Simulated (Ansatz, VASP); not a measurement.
# WS2: VASP beside Ansatz

Contents of INCAR:

```
PREC     = Accurate       # precision mode
ENCUT    = 520            # plane-wave cutoff, eV
EDIFF    = 1E-6           # SCF threshold, eV
ISMEAR   = 0              # smearing method
SIGMA    = 0.05           # smearing width, eV
LREAL    = F              # projectors in reciprocal space
LASPH    = T              # aspherical terms in the spheres
NELM     = 150            # most SCF steps
ALGO     = Normal         # electronic algorithm
ISIF     = 2              # what is computed and relaxed
LWAVE    = F              # write WAVECAR
LCHARG   = F              # write CHGCAR
ISPIN    = 2              # spin polarisation
MAGMOM   = 0.05 0.05 0 0 0 0 # initial moments
LORBIT   = 11             # projections on sites
LMAXMIX  = 4              # l up to which the mixer works
GGA      = PE             # functional
NBANDS   = 39             # bands
```

KPOINTS

```
Automatic mesh
0
Gamma
  10 10 2
```

Contents of POSCAR:

```
WS2
1.0
    3.1878273111      0.0000000001      0.0000000000
   -1.5939136556      2.7607394343      0.0000000000
    0.0000000000      0.0000000000     14.8571278143
W S
2 4
Direct
    0.3333333333      0.6666666667      0.2500000000
    0.6666666667      0.3333333333      0.7500000000
    0.3333333333      0.6666666667      0.6442570267
    0.6666666667      0.3333333333      0.1442570267
    0.3333333333      0.6666666667      0.8570891285
    0.6666666667      0.3333333333      0.3557429733
```

Input for Ansatz:

```yaml
crystal:
  lattice:
    - [3.1878273111, 1.0e-10, 0.0]
    - [-1.5939136556, 2.7607394343, 0.0]
    - [0.0, 0.0, 14.8571278143]
  atoms:
    - { symbol: W, position: [0.3333333333, 0.6666666667, 0.25], spin: 0.05 }
    - { symbol: W, position: [0.6666666667, 0.3333333333, 0.75], spin: 0.05 }
    - { symbol: S, position: [0.3333333333, 0.6666666667, 0.6442570267] }
    - { symbol: S, position: [0.6666666667, 0.3333333333, 0.1442570267] }
    - { symbol: S, position: [0.3333333333, 0.6666666667, 0.8570891285] }
    - { symbol: S, position: [0.6666666667, 0.3333333333, 0.3557429733] }
basis:
  ecutwfc: 420
  ecutrho_ratio: 4
kpoints:
  mp_grid: { grid: [10, 10, 2] }
hamiltonian:
  xc: pbe
scf:
  occupations: { method: gaussian, width: 0.05 }
  lower_state_search: "off"
output:
  forces: true
  stress: true
  eigenvalues: true
  populations: true
magnetization:
  spin_polarized: true
checkpoint:
  read: start.run
  write: ck
  compress: false
  write_wavefunctions: false
  write_every: 100000
```

Alike in both runs: task single point; functional PBE; k mesh 10 × 10 × 2; occupations gaussian, width 0.05 eV; collinear spin.

|  | VASP | Ansatz |
| --- | --- | --- |
| version | VASP 6.6.1 | Ansatz 0.2.0 |
| potentials or method | VASP PAW PBE potentials, release 64 (W_sv, S), cutoff 520 eV | scalar-relativistic, plane waves, PAW |
| valence electrons in the cell | 52 | 52 |

|  | VASP | Ansatz | Ansatz less VASP |
| --- | --- | --- | --- |
| gap on the k mesh at the Fermi level (eV) | 1.78 | 1.77 | -0.007 |
| least direct gap on the mesh (eV) | 2.13 | 2.13 | -0.003 |
| pressure (GPa) | -0.5 | -0.4 | +0.04 |
| traceless stress, the component that is largest in VASP (GPa) | -0.32 | -0.31 | +0.007 |
| rms of the force components (eV/Å) | 0.109 | 0.110 | +0.0006 |
| net moment per atom (μB) | 0.00 | 0.00 | 0.000 |

Atom by atom the forces differ by 0.002 eV/Å (rms over components). With one functional, cell and mesh, what is left measures potentials, basis and numerics. Ansatz's warnings: seeded moment not kept.

Neither program's run includes spin-orbit coupling.
